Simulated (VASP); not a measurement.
Set up this calculation in VASP 6.6.1, as the native input.

* Task: single point
* Functional: PBE
* Dispersion: D3(BJ)
* Potentials or basis: VASP PAW PBE potentials, release 64 (Yb, N)
* Cutoff: 520 eV
* k mesh: 8 × 8 × 8
* Occupations: gaussian, width 0.05 eV
* Spin: collinear spin, ferromagnetic start
* Starting moments: [1.0, 0.0] μB
* Hubbard terms: Yb f U = 6.0 eV
* Dipole correction: no
* Further INCAR settings: ALGO = Normal; EDIFF = 1e-06; NBANDS = 26

The structure of YbN lies in POSCAR:

```
YbN
1.0
    0.0000000000      2.5811819695      2.5811819695
    2.5811819695      0.0000000000      2.5811819695
    2.5811819695      2.5811819695      0.0000000000
Yb N
1 1
Direct
    0.0000000000      0.0000000000      0.0000000000
    0.2500000000      0.2500000000      0.2500000000
```

These files were run (other wordings do the same):

INCAR

```
ALGO = Normal
EDIFF = 1E-6
ENCUT = 520
GGA = PE
ISIF = 2
ISMEAR = 0
ISPIN = 2
IVDW = 12
LASPH = T
LCHARG = F
LDAU = T
LDAUJ = 0 0
LDAUL = 3 -1
LDAUPRINT = 1
LDAUTYPE = 2
LDAUU = 6 0
LMAXMIX = 6
LORBIT = 11
LREAL = F
LWAVE = F
MAGMOM = 1 0
NBANDS = 26
NELM = 150
PREC = Accurate
SIGMA = 0.05
```

KPOINTS

```
k-points
0
Gamma
  8 8 8
```

Potentials or basis: VASP PAW PBE potentials, release 64 (Yb, N).

Run with:

```bash
$ cat potpaw_PBE.64/Yb/POTCAR potpaw_PBE.64/N/POTCAR > POTCAR
$ mpirun -np 1 vasp_std > vasp.out
```

Results of the run:

* Pressure: -0.9 GPa
* Band gap on the k mesh: zero (filled and empty bands overlap)
* Net moment: 1.00 μB per cell
* Site moments: Yb +0.56; N +0.33 μB
* Valence electrons inside the program's atomic spheres: Yb 22.40; N 3.66
* Dispersion energy per atom: -0.276 eV

Caveat: three body term missing; spin-orbit coupling is left out, which moves the levels of the heavy elements.

It took 56 s on 1 thread of Intel(R) Xeon(R) 6975P-C (Granite Rapids), on a shared host, peak memory 0.22 GiB.
